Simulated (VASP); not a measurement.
# ZrC (Fm-3m) in VASP: further runs, part 2 of 2

VASP 6.6.1. The steps go on from the part before.

## Step 3: Relaxation of volume and atoms at fixed shape, PBEsol

This run uses another cell than the first one, of 13.23 Å³/atom.

Contents of INCAR:

```
  PREC = Accurate
  ENCUT = 600
  EDIFF = 1E-6
  ISMEAR = -1
  SIGMA = 0.1
  LREAL = F
  LASPH = T
  NELM = 80
  ALGO = Normal
  ISIF = 8
  LWAVE = F
  LCHARG = F
  GGA = PS
  IBRION = 2
  NSW = 60
  EDIFFG = -0.02
```

Contents of KPOINTS:

```
regular mesh
0
Gamma
  15 15 15
```

Contents of POSCAR:

```
ZrC
1.0
    0.0000000000      2.3650000000      2.3650000000
    2.3650000000      0.0000000000      2.3650000000
    2.3650000000      2.3650000000      0.0000000000
Zr C
1 1
Direct
    0.5000000000      0.5000000000      0.5000000000
    0.0000000000      0.0000000000      0.0000000000
```

Potentials or basis: VASP PAW PBE potentials, release 64 (Zr_sv, C).

The run is started by

```console
> cat potpaw_PBE.64/Zr_sv/POTCAR potpaw_PBE.64/C/POTCAR > POTCAR
> mpirun -np 1 vasp_std > vasp.out
```

OUTCAR:

```text
PREC = Accurate
   ENCUT = 600
   EDIFF = 1E-6
   ISMEAR = -1
   LREAL = F
   LASPH = T
   NELM = 80
   ISIF = 8
   GGA = PS
   IBRION = 2
   NSW = 60
   EDIFFG = -0.02

 ion  position               nearest neighbor table
   1  0.500  0.500  0.500-   2 2.37   2 2.37   2 2.37   2 2.37   2 2.37   2 2.37
   2  0.000  0.000  0.000-   1 2.37   1 2.37   1 2.37   1 2.37   1 2.37   1 2.37

  LATTYP: Found a face centered cubic cell.
 ALAT       =     4.7300000000

  Lattice vectors:

 A1 = (   0.0000000000,   2.3650000000,   2.3650000000)
 A2 = (   2.3650000000,   0.0000000000,   2.3650000000)
 A3 = (   2.3650000000,   2.3650000000,   0.0000000000)

Analysis of symmetry for initial positions (statically):
=====================================================================
 Subroutine PRICEL returns:
 Original cell was already a primitive cell.

 Routine SETGRP: Setting up the symmetry group for a
 face centered cubic supercell.

 Subroutine GETGRP returns: Found 48 space group operations
 (whereof 48 operations were pure point group operations)
 out of a pool of 48 trial point group operations.

The static configuration has the point symmetry O_h .

Analysis of symmetry for dynamics (positions and initial velocities):
=====================================================================
 Subroutine PRICEL returns:
 Original cell was already a primitive cell.

 Routine SETGRP: Setting up the symmetry group for a
 face centered cubic supercell.

 Subroutine GETGRP returns: Found 48 space group operations
 (whereof 48 operations were pure point group operations)
 out of a pool of 48 trial point group operations.

The dynamic configuration has the point symmetry O_h .

 Subroutine INISYM returns: Found 48 space group operations
 (whereof 48 operations are pure point group operations),
 and found     1 'primitive' translations

----------------------------------------------------------------------------------------

                                     Primitive cell

  volume of cell :      26.4560

  direct lattice vectors                    reciprocal lattice vectors
     0.000000000  2.365000000  2.365000000    -0.211416490  0.211416490  0.211416490
     2.365000000  0.000000000  2.365000000     0.211416490 -0.211416490  0.211416490
     2.365000000  2.365000000  0.000000000     0.211416490  0.211416490 -0.211416490

  length of vectors
     3.344615075  3.344615075  3.344615075     0.366184103  0.366184103  0.366184103

  position of ions in fractional coordinates (direct lattice)
     0.500000000  0.500000000  0.500000000
     0.000000000  0.000000000  0.000000000

  ion indices of the primitive-cell ions
   primitive index   ion index
                 1           1
                 2           2

----------------------------------------------------------------------------------------

 KPOINTS: regular mesh

Automatic generation of k-mesh.
 Grid dimensions read from file:
 generate k-points for:   15   15   15

 Generating k-lattice:

  Cartesian coordinates                     Fractional coordinates (reciprocal lattice)
    -0.014094433  0.014094433  0.014094433     0.066666667  0.000000000  0.000000000
[... 42 lines left out ...]
   number of dos      NEDOS =    301   number of ions     NIONS =      2
   total plane-waves  NPLWV =  21952
   dimension x,y,z NGX =    28 NGY =   28 NGZ =   28
   dimension x,y,z NGXF=    56 NGYF=   56 NGZF=   56
   ions per type =               1   1
   NGX,Y,Z   is equivalent  to a cutoff of  13.92, 13.92, 13.92 a.u.
   NGXF,Y,Z  is equivalent  to a cutoff of  27.84, 27.84, 27.84 a.u.
 SYSTEM =  unknown system
   PREC   = accura    normal or accurate (medium, high low for compatibility)
   ISTART =      0    job   : 0-new  1-cont  2-samecut
   ICHARG =      2    charge: 1-file 2-atom 10-const
   ISPIN  =      1    spin polarized calculation?
   LNONCOLLINEAR =      F non collinear calculations
   LSORBIT =      F    spin-orbit coupling
   LASPH  =      T    aspherical Exc in radial PAW
   ENCUT  =  600.0 eV  44.10 Ry    6.64 a.u.   6.68  6.68  6.68*2*pi/ulx,y,z
   NELM   =     80;   NELMIN=  2; NELMDL= -5     # of ELM steps
   EDIFF  = 0.1E-05   stopping-criterion for ELM
   LREAL  =      F    real-space projection
   EDIFFG = -.2E-01   stopping-criterion for IOM
   NSW    =     60    number of steps for IOM
   IBRION =      2    ionic relax: 0-MD 1-quasi-New 2-CG
   NFREE  =      1    steps in history (QN), initial steepest desc. (CG)
   ISIF   =      8    stress and relaxation
   ISYM   =      2    0-nonsym 1-usesym 2-fastsym
   POTIM  = 0.5000    time-step for ionic-motion
   TEBEG  =    0.0;   TEEND  =   0.0 temperature during run
   PSTRESS=    0.0 pullay stress
   NELECT =      16.0000    total number of electrons
   NUPDOWN=      -1.0000    fix difference up-down
   EMIN   =  10.00;   EMAX   =-10.00  energy-range for DOS
   EFERMI =   0.00;   METHOD = LEGACY
   ISMEAR =    -1;   SIGMA  =   0.10  broadening in eV -4-tet -1-fermi 0-gaus
   EFERMI_NEDOS =   21; number of points for ismear=-14 and -15
   IALGO  =     38    algorithm
   IMIX   =      4    mixing-type and parameters
     AMIX     =   0.40;   BMIX     =  1.00
     AMIX_MAG =   1.60;   BMIX_MAG =  1.00
  volume/ion in A,a.u.               =      13.23        89.27
  Fermi-wavevector in a.u.,A,eV,Ry     =   1.384439  2.616209 26.077880  1.916670
  Thomas-Fermi vector in A             =   2.508943
   LORBIT       =      0    0 simple, 1 ext, 2 COOP (PROOUT), +10 PAW based schemes
   GGA     = PS    functional components
   LHFCALC =     F    Hartree Fock is set to
   AEXX    =    0.0000 exact exchange contribution
   IVDW    =     0    specifies the selected vdW correction
   LEPSILON=     F    determine dielectric tensor
   LRPA    =     F    only Hartree local field effects (RPA)
 conjugate gradient relaxation of ions
 non-spin polarized calculation
  energy-cutoff  :      600.00
  volume of cell :       26.46
 maximum number of plane-waves:       905
   NGX = 13   NGY = 13   NGZ = 13

--------------------------------------- Ionic step        1  -------------------------------------------

 number of electron      16.0000000 magnetization

 Free energy of the ion-electron system (eV)
  ---------------------------------------------------
  ext. energy  EPLUGINS =         0.00000000
  ---------------------------------------------------
  free energy    TOTEN  =       -20.55397926 eV

  energy without entropy =      -20.54331738  energy(sigma->0) =      -20.54864832

------------------------ aborting loop because EDIFF is reached ----------------------------------------

  FORCE on cell =-STRESS in cart. coord.  units (eV):
  Direction    XX          YY          ZZ          XY          YZ          ZX
  --------------------------------------------------------------------------------------
  -------------------------------------------------------------------------------------
  Total       -1.3597840     -1.3597840     -1.3597840      0.0000000      0.0000000      0.0000000
  in kB      -82.3487603    -82.3487603    -82.3487603      0.0000000      0.0000000      0.0000000
  external PRESSURE =     -82.3487603 kB  Pullay stress =       0.0000000 kB
[... 23 lines left out ...]
--------------------------------------- Ionic step        2  -------------------------------------------

 number of electron      16.0000000 magnetization

 E-fermi :  10.4603     XC(G=0): -12.6851

 val. band max:       10.4448209210   @ k =   0.4000   0.4000   0.0000
 cond. band min:      10.4909754581   @ k =   0.4000   0.3333   0.0000
 fundamental gap:      0.0461545371
 Fermi energy:        10.4602858492

 k-point     1 :       0.0000    0.0000    0.0000
  band No.  band energies     occupation
      1     -37.2165      2.00000
      2     -14.8918      2.00000
      3     -14.8918      2.00000
      4     -14.8918      2.00000
      5      -1.1007      2.00000
      6      11.4252      0.00013
      7      11.4252      0.00013
      8      11.4252      0.00013
      9      11.5304      0.00005
     10      11.5304      0.00005
     11      11.5304      0.00005
     12      13.4952      0.00000
[... 380 lines left out ...]
--------------------------------------- Ionic step        3  -------------------------------------------

 number of electron      16.0000000 magnetization

 Free energy of the ion-electron system (eV)
  ---------------------------------------------------
  ext. energy  EPLUGINS =         0.00000000
  ---------------------------------------------------
  free energy    TOTEN  =       -20.57987311 eV

  energy without entropy =      -20.56953612  energy(sigma->0) =      -20.57470462

 E-fermi :   9.6980     XC(G=0): -12.3695

 val. band max:        9.6693059896   @ k =   0.3333   0.2667   0.0000
 cond. band min:       9.7115196908   @ k =   0.4000   0.3333   0.0000
 fundamental gap:      0.0422137012
 Fermi energy:         9.6980348979

 k-point     1 :       0.0000    0.0000    0.0000
  band No.  band energies     occupation
      1     -38.2026      2.00000
      2     -15.9315      2.00000
      3     -15.9315      2.00000
      4     -15.9315      2.00000
      5      -1.6435      2.00000
      6      10.6573      0.00014
      7      10.6573      0.00014
      8      10.6573      0.00014
      9      10.7649      0.00005
     10      10.7649      0.00005
     11      10.7649      0.00005
     12      12.5602      0.00000
[... 374 lines left out ...]
  FREE ENERGIE OF THE ION-ELECTRON SYSTEM (eV)
  ---------------------------------------------------
  free  energy   TOTEN  =       -20.5798731100 eV

  energy  without entropy=      -20.5695361238  energy(sigma->0) =      -20.57470462

 reached required accuracy - stopping structural energy minimisation
```

It took 74 s on 1 thread of AMD EPYC 9R45 (Zen 5), shared host; peak memory 0.18 GiB.

What came out:

```yaml
Free_energy: -20.5799 eV
Relaxed_volume: 12.75 Å³/atom
Relaxed_cell: a = 3.304 Å, b = 3.304 Å, c = 3.304 Å, α = 60.00°, β = 60.00°, γ = 60.00°
Space_group_after_relaxing_to_0.1_Å: Fm-3m (No. 225)
Energy_gained_by_relaxing: 12.9 meV/atom
Ionic_steps: 3
Pressure_after_relaxing: -0.2 GPa
Band_gap_on_the_k_mesh: zero (bands 8 and 9 overlap by 1.32 eV)
```

The path:
```csv
step,energy change (eV),largest force (eV/Å),pressure (GPa),volume (Å³)
1,0.0000,0.0000,-8.23,26.46
2,0.0502,0.0000,16.68,23.94
3,-0.0259,0.0000,-0.15,25.50
```

Final structure:
```
CELL_PARAMETERS angstrom
0.00000 2.33604 2.33604
2.33604 0.00000 2.33604
2.33604 2.33604 0.00000
ATOMIC_POSITIONS crystal
Zr 0.50000 0.50000 0.50000
C 0.00000 0.00000 0.00000
```

Caveat: the PAW data sets were made with another functional, which shifts forces and pressure a little.
